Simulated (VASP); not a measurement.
Here is a VASP 6.6.1 calculation.

POSCAR

```
Ge
1.0
    0.0000000000      3.0730250701      2.3969595547
    3.0730250701      0.0000000000      2.3969595547
    3.0730250701      3.0730250701      0.0000000000
Ge
2
Direct
    0.5000000000      0.5000000000      0.5000000000
    0.7500000000      0.7500000000      0.7500000000
```

INCAR.step1

```
PREC = Accurate
ENCUT = 520
ISMEAR = 0
SIGMA = 0.05
LREAL = F
LASPH = T
NELM = 100
NBANDS = 21
GGA = PE
ALGO = Normal
EDIFF = 1E-4
LWAVE = T
LCHARG = F
```

INCAR.step2

```
PREC = Accurate
ENCUT = 520
EDIFF = 1E-6
ISMEAR = 0
SIGMA = 0.05
LREAL = F
LASPH = T
NELM = 100
ALGO = Normal
ISIF = 2
LWAVE = F
LCHARG = F
METAGGA = R2SCAN
LMIXTAU = T
NBANDS = 21
ISTART = 1
```

The input KPOINTS:

```
Automatic mesh
0
Gamma
  12 12 12
```

Potentials or basis: VASP PAW PBE potentials, release 64 (Ge_d).

Launch:

```bash
$ cat potpaw_PBE.64/Ge_d/POTCAR > POTCAR
$ cp INCAR.step1 INCAR
$ mpirun -np 1 vasp_std > vasp.out
$ cp INCAR.step2 INCAR
$ mpirun -np 1 vasp_std > vasp.out
```

(1) Estimate the pressure.

(2) What does it give for the band gap on the k mesh?

Answers

(1) -0.4 GPa.

(2) zero (bands 14 and 15 overlap by 1.25 eV).

Caveat: the stress differs along the axes, from -4 to 6 GPa; the PAW data sets were made with another functional, which shifts forces and pressure a little.
